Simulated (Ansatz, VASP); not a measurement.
**One calculation of Cd3HgTe4, two programs**

```xyz
8
Lattice="6.6293 0.0000 0.0000 0.0000 6.6293 0.0000 0.0000 0.0000 6.6293" Properties=species:S:1:pos:R:3 pbc="T T T"
Cd    0.0000    0.0000    3.3147
Cd    0.0000    3.3147    0.0000
Cd    3.3147    0.0000    0.0000
Hg    3.3147    3.3147    3.3147
Te    1.6511    1.6511    1.6511
Te    1.6511    4.9783    4.9783
Te    4.9783    1.6511    4.9783
Te    4.9783    4.9783    1.6511
```

Alike in both runs: functional PBE; k mesh 6 × 6 × 6; occupations gaussian, width 0.01 eV; no spin polarisation.

Ansatz relaxed the structure, and its values are those at the end. VASP's run is a single point on that final structure, the one shown.

|  | VASP | Ansatz |
| --- | --- | --- |
| version | VASP 6.6.1 | Ansatz 0.2.0 |
| potentials or method | VASP PAW PBE potentials, release 64 (Cd, Hg, Te), cutoff 520 eV | scalar-relativistic, plane waves, PAW |
| valence electrons in the cell | 72 | 144 |

```csv
,VASP,Ansatz,Ansatz less VASP
gap on the k mesh at the Fermi level (eV),0.18,0.18,+0.004
least direct gap on the mesh (eV),0.18,0.18,+0.004
pressure (GPa),0.0,0.0,-0.09
```

VASP's potentials hold 72 valence electrons a cell and Ansatz's 144, so a difference there can come from the potentials and not from the codes.

Spin-orbit coupling is off throughout.
